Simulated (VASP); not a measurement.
# HfAg2Sn2 (I4/mmm) in VASP: notebook, part 3 of 3

VASP 6.6.1.

## 4. Single point, PBE

The input, INCAR:

```
SYSTEM = HfAg2Sn2
PREC     = Accurate       ! precision mode
ENCUT    = 520            ! plane-wave cutoff, eV
EDIFF    = 1E-6           ! SCF threshold, eV
ISMEAR   = -1             ! smearing method
SIGMA    = 0.1017         ! smearing width, eV
LREAL    = .False.        ! projectors in reciprocal space
LASPH    = .True.         ! aspherical terms in the spheres
NELM     = 60             ! most SCF steps
ALGO     = Normal         ! electronic algorithm
ISIF     = 2              ! what is computed and relaxed
LWAVE    = .False.        ! write WAVECAR
LCHARG   = .True.         ! write CHGCAR
GGA      = PE             ! functional
LELF     = .True.         ! ELF
LVHAR    = .True.       
NBANDS   = 38             ! bands
```

The input, KPOINTS:

```
Automatic mesh
0
Gamma
  4 4 4
  0 0 0
```

The input, POSCAR:

```
HfAg2Sn2
1.0
    0.0000000000      3.7651467660     -0.0000001649
    3.7651467660      0.0000000000     -0.0000001649
    1.8825730305      1.8825730305     -8.0482176440
Hf Sn Ag
1 2 2
Direct
    0.0000000000      0.0000000000      0.0000000000
    0.3968503302      0.3968503302      0.2062993396
    0.6031496698      0.6031496698      0.7937006604
    0.7500000000      0.2500000000      0.5000000000
    0.2500000000      0.7500000000      0.5000000000
```

Potentials or basis: VASP PAW PBE potentials, release 64 (Hf_pv, Sn_d, Ag).

Run with:

```bash
> cat potpaw_PBE.64/Hf_pv/POTCAR potpaw_PBE.64/Sn_d/POTCAR potpaw_PBE.64/Ag/POTCAR > POTCAR
> mpirun -np 1 vasp_std > vasp.out
```

OUTCAR:

```text
SYSTEM = HfAg2Sn2
   PREC = Accurate
   ENCUT = 520
   EDIFF = 1E-6
   ISMEAR = -1
   LREAL = .False.
   LASPH = .True.
   NELM = 60
   ISIF = 2
   GGA = PE

 ion  position               nearest neighbor table
   1  0.000  0.000  0.000-   2 3.14   3 3.14   3 3.14   3 3.14   2 3.14   2 3.14   3 3.14   2 3.14

   2  0.397  0.397  0.206-   4 3.02   5 3.02   5 3.02   4 3.02   1 3.14   1 3.14   1 3.14   1 3.14
                             3 3.32
   3  0.603  0.603  0.794-   4 3.02   5 3.02   5 3.02   4 3.02   1 3.14   1 3.14   1 3.14   1 3.14
                             2 3.32
   4  0.750  0.250  0.500-   5 2.66   5 2.66   5 2.66   5 2.66   2 3.02   3 3.02   3 3.02   2 3.02

   5  0.250  0.750  0.500-   4 2.66   4 2.66   4 2.66   4 2.66   2 3.02   3 3.02   2 3.02   3 3.02

  LATTYP: Found a body centered tetragonal cell.
 ALAT       =     3.7651467660
 C/A-ratio  =     4.2751148783

  Lattice vectors:

 A1 = (  -1.8825730305,   1.8825737355,   8.0482174791)
 A2 = (   1.8825737355,  -1.8825730305,   8.0482174791)
 A3 = (   1.8825730305,   1.8825730305,  -8.0482176440)

Analysis of symmetry for initial positions (statically):
=====================================================================
 Subroutine PRICEL returns:
[... 168 lines left out ...]
 fundamental gap:      0.0130326506
 Fermi energy:         7.3048426188

 k-point     1 :       0.0000    0.0000    0.0000
  band No.  band energies     occupation
      1     -24.4747      2.00000
      2     -24.2603      2.00000
      3     -24.2603      2.00000
      4     -13.9708      2.00000
      5     -13.9290      2.00000
      6     -13.9274      2.00000
[... 522 lines left out ...]
     37      12.8785      0.00000
     38      12.8785      0.00000

------------------------ aborting loop because EDIFF is reached ----------------------------------------

  FORCE on cell =-STRESS in cart. coord.  units (eV):
  Direction    XX          YY          ZZ          XY          YZ          ZX
  --------------------------------------------------------------------------------------
  -------------------------------------------------------------------------------------
  Total       -0.1538327     -0.1538327     -0.0869949     -0.0000000      0.0000000      0.0000000
  in kB       -2.1602094     -2.1602094     -1.2216330     -0.0000000      0.0000000      0.0000000
  external PRESSURE =      -1.8473506 kB  Pullay stress =       0.0000000 kB

 VOLUME and BASIS-vectors are now :
 -----------------------------------------------------------------------------
  energy-cutoff  :      520.00
  volume of cell :      114.09
      direct lattice vectors                 reciprocal lattice vectors
     0.000000000  3.765146766 -0.000000165     0.000000003  0.265593899  0.062125546
     3.765146766  0.000000000 -0.000000165     0.265593899  0.000000003  0.062125546
     1.882573030  1.882573030 -8.048217644    -0.000000005 -0.000000005 -0.124251116

 POSITION                                       TOTAL-FORCE (eV/Angst)
 -----------------------------------------------------------------------------------
      0.00000      0.00000      0.00000        -0.000000     -0.000000     -0.000000
      1.88257      1.88257     -1.66034         0.000000      0.000000      0.021734
      3.76515      3.76515     -6.38788        -0.000000     -0.000000     -0.021734
      1.88257      3.76515     -4.02411         0.000000     -0.000000     -0.000000
      3.76515      1.88257     -4.02411        -0.000000      0.000000     -0.000000
 -----------------------------------------------------------------------------------
    total drift:                                0.000000      0.000000     -0.000000

  FREE ENERGIE OF THE ION-ELECTRON SYSTEM (eV)
  ---------------------------------------------------
  free  energy   TOTEN  =       -22.4979628016 eV

  energy  without entropy=      -22.3567463273  energy(sigma->0) =      -22.42735456
```

OSZICAR:

```text
N       E                     dE             d eps       ncg     rms          rms(c)
DAV:   1     0.589552349368E+03    0.58955E+03   -0.29188E+04  1048   0.214E+03
DAV:   2     0.467355322748E+02   -0.54282E+03   -0.52557E+03   988   0.590E+02
DAV:   3    -0.209628770214E+02   -0.67698E+02   -0.65694E+02  1110   0.166E+02
DAV:   4    -0.240562167744E+02   -0.30933E+01   -0.30673E+01  1164   0.366E+01
DAV:   5    -0.241558067979E+02   -0.99590E-01   -0.99534E-01  1234   0.702E+00    0.339E+01
DAV:   6    -0.225993136005E+02    0.15565E+01   -0.52329E+00  1122   0.140E+01    0.217E+01
DAV:   7    -0.225338836693E+02    0.65430E-01   -0.10289E+00  1150   0.596E+00    0.479E+00
DAV:   8    -0.225197189181E+02    0.14165E-01   -0.28692E-01  1172   0.281E+00    0.102E+00
DAV:   9    -0.224986126658E+02    0.21106E-01   -0.73347E-02  1164   0.130E+00    0.451E-01
DAV:  10    -0.224979628832E+02    0.64978E-03   -0.91219E-03  1242   0.528E-01    0.312E-01
DAV:  11    -0.224979848463E+02   -0.21963E-04   -0.91363E-04  1142   0.147E-01    0.932E-02
DAV:  12    -0.224979632133E+02    0.21633E-04   -0.76019E-05  1238   0.420E-02    0.529E-02
DAV:  13    -0.224979630693E+02    0.14394E-06   -0.15899E-05  1184   0.215E-02    0.587E-03
DAV:  14    -0.224979628016E+02    0.26771E-06   -0.24520E-06   942   0.816E-03
   1 F= -.22497963E+02 E0= -.22427355E+02  d E =-.141216E+00
```

Wall time 52 s (1 thread of AMD EPYC 9R45 (Zen 5), shared host); peak memory 0.2 GiB.

Results:

```
Free energy            : -22.4980 eV
Pressure               : -0.2 GPa
Largest force          : 0.022 eV/Å
Band gap on the k mesh : zero (bands 30 and 31 overlap by 0.91 eV)
```

Forces on the atoms (eV/Å):
```
Hf   0.000  0.000  0.000
Sn   0.000  0.000  0.022
Sn   0.000  0.000 -0.022
Ag   0.000  0.000  0.000
Ag   0.000  0.000  0.000
```

Stress tensor (GPa, compression positive):
```
-0.22  0.00  0.00
 0.00 -0.22  0.00
 0.00  0.00 -0.12
```

Levels at points of the mesh, in eV from the Fermi level:
```
           k point  band 27  band 28  band 29  band 30  band 31  band 32  band 33  band 34
(0.00, 0.00, 0.00)    -0.93     0.06     0.06     0.18     0.32     2.01     2.01     2.09
(0.50, 0.00, 0.00)    -3.45    -1.99    -1.54    -0.31     0.04     1.51     1.94     2.18
(0.50, 0.50, 0.00)    -2.55    -2.07    -2.01    -1.80    -0.03     0.05     2.17     2.50
(0.00, 0.00, 0.50)    -2.31    -0.91     0.32     0.32     1.29     1.30     1.30     2.09
```

Caveat: the k points lie up to 0.43 Å⁻¹ apart, too coarse for converged energies and pressures of a metal; spin-orbit coupling is left out, which moves the levels of the heavy elements.

## 5. Single point, PBE

The input, INCAR:

```
SYSTEM = HfAg2Sn2
  PREC = Accurate
  ENCUT = 520
  EDIFF = 1E-7
  ISMEAR = -1
  SIGMA = 0.1017
  LREAL = .False.
  LASPH = .True.
  NELM = 100
  ALGO = Normal
  ISIF = 2
  LWAVE = .False.
  LCHARG = .False.
  GGA = PE
  NBANDS = 38
```

KPOINTS is that of step 4.

The input, POSCAR:

```
HfAg2Sn2
1.0
    0.0000000000      3.7651462110     -0.0000001649
    3.7651462110      0.0000000000     -0.0000001649
    1.8825727530      1.8825727530     -8.0482162192
Hf Sn Ag
1 2 2
Direct
    0.0000000000      0.0000000000      0.0000000000
    0.3968502639      0.3968502639      0.2062994721
    0.6031497361      0.6031497361      0.7937005279
    0.7500000000      0.2500000000      0.5000000000
    0.2500000000      0.7500000000      0.5000000000
```

Run with:

```bash
> cat potpaw_PBE.64/Hf_pv/POTCAR potpaw_PBE.64/Sn_d/POTCAR potpaw_PBE.64/Ag/POTCAR > POTCAR
> mpirun -np 1 vasp_std > vasp.out
```

It took 62 s on 1 thread of AMD EPYC 9R45 (Zen 5), shared host; peak memory 0.2 GiB.

Results (log left out):

```
Free energy            : -22.4980 eV
Pressure               : -0.2 GPa
Largest force          : 0.022 eV/Å
Band gap on the k mesh : zero (bands 30 and 31 overlap by 0.91 eV)
```

Forces on the atoms (eV/Å):
```
Hf   0.000  0.000  0.000
Sn   0.000  0.000  0.022
Sn   0.000  0.000 -0.022
Ag   0.000  0.000  0.000
Ag   0.000  0.000  0.000
```

Stress tensor (GPa, compression positive):
```
-0.22  0.00  0.00
 0.00 -0.22  0.00
 0.00  0.00 -0.12
```

Levels at points of the mesh, in eV from the Fermi level:
```tsv
k point	band 28	band 29	band 30	band 31	band 32	band 33
(0.00, 0.00, 0.00)	0.06	0.06	0.18	0.32	2.01	2.01
(0.50, 0.00, 0.00)	-1.99	-1.54	-0.31	0.04	1.51	1.94
(0.50, 0.50, 0.00)	-2.07	-2.01	-1.80	-0.03	0.05	2.17
(0.00, 0.00, 0.50)	-0.91	0.32	0.32	1.29	1.30	1.30
```

Caveat: the k points lie up to 0.43 Å⁻¹ apart, too coarse for converged energies and pressures of a metal; spin-orbit coupling is left out, which moves the levels of the heavy elements.

## 6. Relaxation of cell and atoms, PBE

This run uses another cell than the first one, of 23.58 Å³/atom.

The input, INCAR:

```
SYSTEM = HfAg2Sn2
  PREC = Accurate
  ENCUT = 600
  EDIFF = 1E-6
  ISMEAR = -1
  SIGMA = 0.1017
  LREAL = .FALSE.
  LASPH = .TRUE.
  NELM = 80
  ALGO = Normal
  ISIF = 3
  LWAVE = .FALSE.
  LCHARG = .FALSE.
  GGA = PE
  IBRION = 2
  NSW = 60
  EDIFFG = -0.01
```

The input, KPOINTS:

```
regular mesh
0
G
  4 4 4
  0 0 0
```

The input, POSCAR:

```
HfAg2Sn2
1.0
    0.0000000000      4.5448830000      0.0000000000
    4.5448830000      0.0000000000      0.0000000000
    2.2724410000      2.2724410000     -5.7078670000
Hf Sn Ag
1 2 2
Direct
    0.0000000000      0.0000000000      0.0000000000
    0.3810000000      0.3810000000      0.2380000000
    0.6190000000      0.6190000000      0.7620000000
    0.7500000000      0.2500000000      0.5000000000
    0.2500000000      0.7500000000      0.5000000000
```

Potentials or basis: VASP PAW PBE potentials, release 64 (Hf_pv, Sn_d, Ag).

Run with:

```bash
> cat potpaw_PBE.64/Hf_pv/POTCAR potpaw_PBE.64/Sn_d/POTCAR potpaw_PBE.64/Ag/POTCAR > POTCAR
> mpirun -np 1 vasp_std > vasp.out
```

Run time: 32 min. Hardware: 1 thread of AMD EPYC 9R45 (Zen 5), shared host; peak memory 0.27 GiB.

It converged, with:

```
Free energy                           : -22.4796 eV
Relaxed volume                        : 22.73 Å³/atom
Relaxed cell                          : a = 3.768 Å, b = 3.768 Å, c = 8.435 Å, α = 77.09°, β = 77.09°, γ = 90.00°
Space group after relaxing (to 0.1 Å) : I4/mmm (No. 139)
Energy gained by relaxing             : 208.4 meV/atom
Ionic steps                           : 45
Pressure after relaxing               : 0.0 GPa
Largest force after relaxing          : 0.008 eV/Å
Band gap on the k mesh                : zero (bands 30 and 31 overlap by 0.90 eV)
```

Forces in eV/Å, atoms in the order of the input:
```
Hf   0.000  0.000  0.000
Sn   0.000  0.000 -0.008
Sn   0.000  0.000  0.008
Ag   0.000  0.000  0.000
Ag   0.000  0.000  0.000
```

The path:
```csv
step,energy change (eV),largest force (eV/Å),pressure (GPa),volume (Å³)
1,0.0000,0.4924,-1.73,117.90
3,-0.2834,1.2235,11.35,100.42
5,-0.4019,0.9929,6.10,105.27
7,-0.7198,0.3114,7.09,103.02
9,-0.7304,0.2603,8.58,101.64
11,-0.9779,0.2716,0.69,110.30
13,-0.9815,0.2701,-0.22,111.67
15,-0.9902,0.0373,-0.05,111.57
17,-0.9919,0.0958,0.02,111.52
19,-1.0031,0.0420,0.55,111.21
21,-0.9392,0.6064,3.96,109.25
23,-1.0130,0.1574,1.55,110.63
25,-1.0159,0.1930,1.54,110.87
27,-1.0192,0.2367,1.35,111.38
29,-1.0292,0.1832,0.09,113.16
31,-1.0301,0.1633,-0.12,113.52
33,-1.0340,0.0867,-0.07,113.35
35,-1.0366,0.0086,0.05,113.21
37,-1.0412,0.0162,-0.18,113.87
39,-1.0417,0.0120,-0.25,114.01
41,-1.0421,0.0133,0.01,113.67
43,-1.0421,0.0129,0.04,113.64
45,-1.0421,0.0077,0.02,113.64
```

Final structure:
```
Hf Sn Ag
1.0
     0.00000    3.76840    0.00000
     3.76840    0.00000    0.00000
     1.88420    1.88420   -8.00265
Hf Sn Ag
1 2 2
Direct
  0.00000 0.00000 0.00000
  0.39720 0.39720 0.20560
  0.60280 0.60280 0.79440
  0.75000 0.25000 0.50000
  0.25000 0.75000 0.50000
```

Levels at points of the mesh, in eV from the Fermi level:
| k point | band 26 | band 27 | band 28 | band 29 | band 30 | band 31 | band 32 | band 33 | band 34 | band 35 |
| --- | --- | --- | --- | --- | --- | --- | --- | --- | --- | --- |
| (0.00, 0.00, 0.00) | -2.33 | -0.94 | 0.03 | 0.03 | 0.22 | 0.40 | 1.97 | 1.97 | 2.08 | 2.72 |
| (0.50, 0.00, 0.00) | -4.21 | -3.47 | -1.98 | -1.53 | -0.35 | 0.06 | 1.50 | 1.98 | 2.23 | 3.14 |
| (0.50, 0.50, 0.00) | -2.84 | -2.58 | -2.07 | -2.03 | -1.82 | -0.02 | 0.06 | 2.17 | 2.49 | 2.89 |
| (0.00, 0.00, 0.50) | -2.80 | -2.33 | -0.92 | 0.31 | 0.31 | 1.25 | 1.25 | 1.32 | 2.08 | 5.01 |

Caveat: the k points lie up to 0.43 Å⁻¹ apart in the final cell, too coarse for converged energies and pressures of a metal; a cell axis changed by over 15 % at a fixed basis, so the end point is rough; spin-orbit coupling is left out, which moves the levels of the heavy elements.

## 7. Overview

| task | cell | cutoff (eV) | gap on the mesh (eV) | pressure (GPa) | largest force (eV/Å) |
| --- | --- | --- | --- | --- | --- |
| single point | a = 3.765, b = 3.765, c = 8.477 Å, angles 77.2, 77.2, 90.0°, 5 atoms, atomic positions A | 520 | none | -0.2 | 0.02 |
| single point | a = 3.766, b = 3.766, c = 8.473 Å, angles 77.2, 77.2, 90.0°, 5 atoms, atomic positions A | 520 | none | -0.2 | 0.02 |
| relaxation of cell and atoms | relaxed from a = 4.545, b = 4.545, c = 6.550 Å, angles 69.7, 69.7, 90.0°, 5 atoms, atomic positions B | 600 | none | 0.0 | 0.01 |

Alike in all rows: level PBE; potentials or basis VASP PAW PBE potentials, release 64 (Hf_pv, Sn_d, Ag); no spin polarisation; k mesh 4 × 4 × 4; smearing fermi-dirac 0.1017 eV.

Caveats: all runs use coarse meshes; spin-orbit coupling is left out, which moves the levels of the heavy elements; a cell axis changed by over 15 % at a fixed basis, so the end point is rough (at least some runs).

Total energies depend on the potentials used, so only differences within one code and one set of settings carry meaning.
